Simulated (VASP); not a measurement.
A run of VASP 6.6.1 is set up as follows.

Contents of INCAR:

```
PREC     = Accurate       # precision mode
ENCUT    = 500            # plane-wave cutoff, eV
EDIFF    = 1E-6           # SCF threshold, eV
ISMEAR   = 0              # smearing method
SIGMA    = 0.1            # smearing width, eV
LREAL    = False          # projectors in reciprocal space
LASPH    = True           # aspherical terms in the spheres
NELM     = 200            # most SCF steps
ALGO     = Normal         # electronic algorithm
ISIF     = 2              # what is computed and relaxed
LWAVE    = False          # write WAVECAR
LCHARG   = False          # write CHGCAR
LMAXMIX  = 4              # l up to which the mixer works
LDAU     = True           # DFT+U
LDAUTYPE = 1            
LDAUL    = 2 -1           # shell
LDAUU    = 4.3 0          # U, eV
LDAUJ    = 0.52 0       
LDAUPRINT= 1            
GGA      = PE             # functional
NBANDS   = 26             # bands
ISYM     = 0            
GGA_COMPAT= False
```

Contents of KPOINTS:

```
Automatic mesh
0
Gamma
  7 4 1
```

Contents of POSCAR:

```
NbAs
1.0
   -1.7258500000      1.7258500000      5.8400000000
    1.7258500000     -1.7258500000      5.8400000000
    1.7258500000      1.7258500000     -5.8400000000
Nb As
2 2
Direct
    0.7500000000      0.7500000000      0.0000000000
    0.5000000000      0.0000000000      0.5000000000
    0.1660000000      0.1660000000      0.0000000000
    0.9160000000      0.4160000000      0.5000000000
```

Potentials or basis: VASP PAW PBE potentials, release 64 (Nb_sv, As).

The run is started by

```sh
$ cat potpaw_PBE.64/Nb_sv/POTCAR potpaw_PBE.64/As/POTCAR > POTCAR
$ mpirun -np 1 vasp_std > vasp.out
```

**Question.** Predict the largest force.

**Answer.** 0.529 eV/Å.

**Question.** Estimate the band gap on the k mesh.

**Answer.** 0.30 eV, direct.

**Question.** Estimate the pressure.

**Answer.** 8.9 GPa.

Forces on the atoms (eV/Å):
```
Nb  -0.038 -0.049 -0.482
Nb  -0.003 -0.087 -0.251
As  -0.221  0.320  0.359
As   0.262 -0.184  0.375
```

Caveat: the k points lie up to 2.57 Å⁻¹ apart; the U is typed as a test and isn't derived for this compound. A k mesh can miss the band edges.
